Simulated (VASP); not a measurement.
Crystal: MgI2.

```xyz
3
Lattice="4.1537 0.0000 0.0000 -2.0769 3.5972 0.0000 0.0000 0.0000 6.8620" Properties=species:S:1:pos:R:3 pbc="T T T"
Mg    0.0000    0.0000    0.0000
I     0.0000    2.3981    5.1989
I     2.0769    1.1991    1.6631
```

- Program: VASP 6.6.1
- Task: relaxation of cell and atoms
- Functional: PBE
- Potentials or basis: VASP PAW PBE potentials, release 64 (Mg, I)
- Cutoff: 600 eV
- k mesh: 6 × 6 × 4
- Occupations: gaussian, width 0.02 eV
- Spin: no spin polarisation

At the start: pressure 1.2 GPa; volume 34.18 Å³/atom.

Problem. How do energy, volume and symmetry change on relaxing?

Solution. Over 23 steps the energy falls by 14.3 meV/atom and the volume is 39.86 Å³/atom (+16.6 %); space group P-3m1 (No. 164, to 0.05 Å).

The path:
| step | energy change (eV) | largest force (eV/Å) | pressure (GPa) | volume (Å³) |
| --- | --- | --- | --- | --- |
| 1 | 0.0000 | 0.0282 | 1.21 | 102.53 |
| 2 | -0.0149 | 0.1555 | 0.06 | 106.40 |
| 3 | -0.0150 | 0.1645 | 0.02 | 106.60 |
| 4 | -0.0177 | 0.1478 | 0.01 | 107.02 |
| 5 | -0.0245 | 0.0989 | 0.01 | 108.28 |
| 6 | -0.0326 | 0.0065 | 0.04 | 110.82 |
| 7 | -0.0305 | 0.1750 | 0.24 | 115.96 |
| 8 | -0.0341 | 0.0863 | 0.14 | 113.22 |
| 9 | -0.0374 | 0.0409 | -0.01 | 114.50 |
| 10 | -0.0400 | 0.0447 | -0.27 | 116.97 |
| 11 | -0.0420 | 0.0209 | -0.02 | 116.59 |
| 12 | -0.0421 | 0.0169 | 0.03 | 116.52 |
| 13 | -0.0421 | 0.0143 | 0.03 | 116.66 |
| 14 | -0.0423 | 0.0066 | 0.04 | 117.07 |
| 15 | -0.0426 | 0.0100 | 0.06 | 117.90 |
| 16 | -0.0425 | 0.0429 | 0.11 | 119.57 |
| 17 | -0.0426 | 0.0246 | 0.08 | 118.61 |
| 18 | -0.0427 | 0.0210 | 0.07 | 118.81 |
| 19 | -0.0428 | 0.0096 | 0.01 | 119.40 |
| 20 | -0.0427 | 0.0119 | -0.10 | 120.58 |
| 21 | -0.0428 | 0.0021 | -0.03 | 119.83 |
| 22 | -0.0428 | 0.0041 | -0.03 | 119.74 |
| 23 | -0.0428 | 0.0074 | -0.02 | 119.57 |

Final structure:
```
Mg I
1.0
     4.20868    0.00000    0.00000
    -2.10434    3.64482    0.00000
     0.00000    0.00000    7.79453
Mg I
1 2
Direct
  0.00000 0.00000 0.00000
  0.33333 0.66667 0.78592
  0.66667 0.33333 0.21408
```

Caveat: the volume moved by over 15 % at a fixed basis, so the end points are rough; this functional lacks dispersion, which binds the layers, so the pressure and a relaxed spacing across them are unreliable; the volume moved by +17 % from the deposited cell, more than functionals usually miss.
